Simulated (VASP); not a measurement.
Input of a VASP 6.6.1 run:

Contents of INCAR:

```
  ALGO = Normal
  DIPOL = 0.5 0.5 0.377
  EDIFF = 1E-6
  ENCUT = 520
  GGA = PE
  IDIPOL = 3
  ISIF = 2
  ISMEAR = 0
  IVDW = 12
  LASPH = T
  LCHARG = F
  LDIPOL = T
  LREAL = F
  LWAVE = F
  NBANDS = 36
  NELM = 80
  PREC = Accurate
  SIGMA = 0.1
```

The input KPOINTS:

```
k-points
0
Gamma
  9 9 1
```

The input POSCAR:

```
Ge
1.0
    4.0226895311      0.0000000000      0.0000000000
   -2.0113447656      3.4837513255      0.0000000000
    0.0000000000      0.0000000000     18.8685220517
Ge
4
Direct
    0.3333333333      0.6666666667      0.2747571332
    0.6666666667      0.3333333333      0.2384924472
    0.7777777778      0.7777777778      0.5150653573
    0.4444444444      1.1111111111      0.4788006714
```

Potentials or basis: VASP PAW PBE potentials, release 64 (Ge_d).

Run with:

```console
$ cat potpaw_PBE.64/Ge_d/POTCAR > POTCAR
$ mpirun -np 1 vasp_std > vasp.out
```

**Question.** Estimate the largest force.

**Answer.** 0.180 eV/Å.

**Question.** Estimate the dispersion energy per atom.

**Answer.** -0.201 eV.

**Question.** What does it give for the band gap on the k mesh?

**Answer.** 0.28 eV.

Forces on the atoms (eV/Å):
```
Ge  -0.002  0.000  0.166
Ge   0.002  0.000  0.026
Ge  -0.002  0.004 -0.012
Ge   0.003 -0.005 -0.180
```

Caveat: the cell differs from its parent crystal (layers slid over each other).
